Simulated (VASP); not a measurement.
A run of VASP 6.6.1 is set up as follows.

File INCAR:

```
  PREC = Accurate
  ENCUT = 520
  EDIFF = 1E-7
  ISMEAR = -1
  SIGMA = 0.05
  LREAL = F
  LASPH = T
  NELM = 100
  ALGO = Normal
  ISIF = 2
  LWAVE = F
  LCHARG = T
  GGA = PE
  LELF = T
  LVHAR = T
  NBANDS = 14
```

KPOINTS

```
regular mesh
0
Gamma
  9 9 12
```

File POSCAR:

```
P
1.0
    4.0188234267      0.0000000000      0.0000000000
   -2.0094117133      3.4804031808      0.0000000000
    0.0000000000      0.0000000000      2.3386767626
P
3
Direct
    0.0000000000      0.0000000000      0.0000000000
    0.3333333333      0.6666666667      0.5000000000
    0.6666666667      0.3333333333      0.5000000000
```

Potentials or basis: VASP PAW PBE potentials, release 64 (P).

Launch:

```sh
$ cat potpaw_PBE.64/P/POTCAR > POTCAR
$ mpirun -np 1 vasp_std > vasp.out
```

Question: Estimate the pressure.

Answer: 43.1 GPa.
